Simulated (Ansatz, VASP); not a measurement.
# SnO: VASP beside Ansatz

```
Sn O
1.0
     2.71312   -2.71310    0.00000
     2.71312    2.71310    0.00000
     0.00000    0.00000    9.52714
Sn O
4 4
Direct
  0.75001 0.24999 0.87162
  0.24999 0.75001 0.12838
  0.74999 0.25001 0.37162
  0.25001 0.74999 0.62838
  0.25000 0.25000 0.25000
  0.75000 0.75000 0.75000
  0.25000 0.25000 0.75000
  0.75000 0.75000 0.25000
```

Alike in both runs: functional PBE; dispersion D3(BJ); k mesh 10 × 10 × 4; occupations gaussian, width 0.02 eV; no spin polarisation.

Ansatz relaxed the structure, and its values are those at the end. VASP's run is a single point on that final structure, the one shown.

|  | VASP | Ansatz |
| --- | --- | --- |
| version | VASP 6.6.1 | Ansatz 0.2.0 |
| potentials or method | VASP PAW PBE potentials, release 64 (Sn_d, O), cutoff 520 eV | scalar-relativistic, plane waves, PAW |
| valence electrons in the cell | 80 | 80 |

```csv
,VASP,Ansatz,Ansatz less VASP
pressure (GPa),0.2,0.0,-0.21
rms of the force components (eV/Å),0.032,0.000,-0.0314
```
